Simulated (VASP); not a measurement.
TcPt:

```
Tc Pt
1.0
     2.78271    0.00000    0.00000
    -1.39135    2.40989    0.00000
     0.00000    0.00000    4.48587
Tc Pt
1 1
Direct
  0.66667 0.33333 0.00000
  0.00000 0.00000 0.50000
```

* Program: VASP 6.6.1
* Task: relaxation of volume and atoms at fixed shape
* Functional: LDA
* Potentials or basis: VASP PAW LDA potentials, release 64 (Tc_pv, Pt)
* Cutoff: 600 eV
* k mesh: 7 × 7 × 4
* Occupations: fermi-dirac, width 0.1 eV
* Spin: no spin polarisation

At the start: pressure -16.7 GPa; volume 15.04 Å³/atom.

Task: Where does the relaxation end?

Result: Over 5 steps the energy falls by 46.0 meV/atom and the volume is 14.20 Å³/atom (-5.6 %); space group P-6m2 (No. 187, to 0.05 Å).

Step by step:
```
step  energy change (eV)  largest force (eV/Å)  pressure (GPa)  volume (Å³)
   1              0.0000                0.0000          -16.66        30.08
   2              1.0335                0.0000           92.47        23.77
   3             -0.0915                0.0000           -1.40        28.53
   4             -0.0920                0.0000           -0.35        28.44
   5             -0.0921                0.0000            0.02        28.41
```

Final structure:
```
Tc Pt
1.0
     2.73005    0.00000    0.00000
    -1.36502    2.36429    0.00000
     0.00000    0.00000    4.40098
Tc Pt
1 1
Direct
  0.66667 0.33333 0.00000
  0.00000 0.00000 0.50000
```

Caveat: the k points lie up to 0.38 Å⁻¹ apart in the final cell.
